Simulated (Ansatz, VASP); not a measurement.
Two plane-wave programs on SiC

INCAR

```
SYSTEM = SiC
PREC     = Accurate       ! precision mode
ENCUT    = 600            ! plane-wave cutoff, eV
EDIFF    = 1E-6           ! SCF threshold, eV
ISMEAR   = 0              ! smearing method
SIGMA    = 0.02           ! smearing width, eV
LREAL    = .FALSE.        ! projectors in reciprocal space
LASPH    = .TRUE.         ! aspherical terms in the spheres
NELM     = 120            ! most SCF steps
ALGO     = Normal         ! electronic algorithm
ISIF     = 2              ! what is computed and relaxed
LWAVE    = .FALSE.        ! write WAVECAR
LCHARG   = .FALSE.        ! write CHGCAR
GGA      = PE             ! functional
NBANDS   = 11             ! bands
GGA_COMPAT= .FALSE.
```

Contents of KPOINTS:

```
Automatic mesh
0
G
  10 10 10
  0 0 0
```

The input POSCAR:

```
SiC
1.0
    0.0000000000      2.1683210822      2.1683210822
    2.1683210822      0.0000000000      2.1683210822
    2.1683210822      2.1683210822      0.0000000000
Si C
1 1
Direct
    0.0000000000      0.0000000000      0.0000000000
    0.2500000000      0.2500000000      0.2500000000
```

Input for Ansatz:

```yaml
crystal:
  lattice:
    - [0.0, 2.1683210822, 2.1683210822]
    - [2.1683210822, 0.0, 2.1683210822]
    - [2.1683210822, 2.1683210822, 0.0]
  atoms:
    - { symbol: Si, position: [0.0, 0.0, 0.0] }
    - { symbol: C, position: [0.25, 0.25, 0.25] }
basis: {}
kpoints:
  mp_grid: { grid: [10, 10, 10] }
hamiltonian:
  xc: pbe
  pseudopotentials: { kind: nc }
scf:
  occupations: { method: gaussian, width: 0.02 }
output:
  forces: true
  stress: true
  eigenvalues: true
```

Alike in both runs: task single point; functional PBE; k mesh 10 × 10 × 10; occupations gaussian, width 0.02 eV; no spin polarisation.

|  | VASP | Ansatz |
| --- | --- | --- |
| version | VASP 6.6.1 | Ansatz 0.2.0 |
| potentials or method | VASP PAW PBE potentials, release 64 (Si, C) | scalar-relativistic, plane waves, norm-conserving pseudopotentials |
| plane-wave cutoff (eV) | 600 | 1116 |
| valence electrons in the cell | 8 | 8 |

```csv
,VASP,Ansatz,Ansatz less VASP
gap on the k mesh at the Fermi level (eV),1.34,1.34,-0.008
least direct gap on the mesh (eV),4.56,4.56,0.000
pressure (GPa),6.5,6.8,+0.36
```
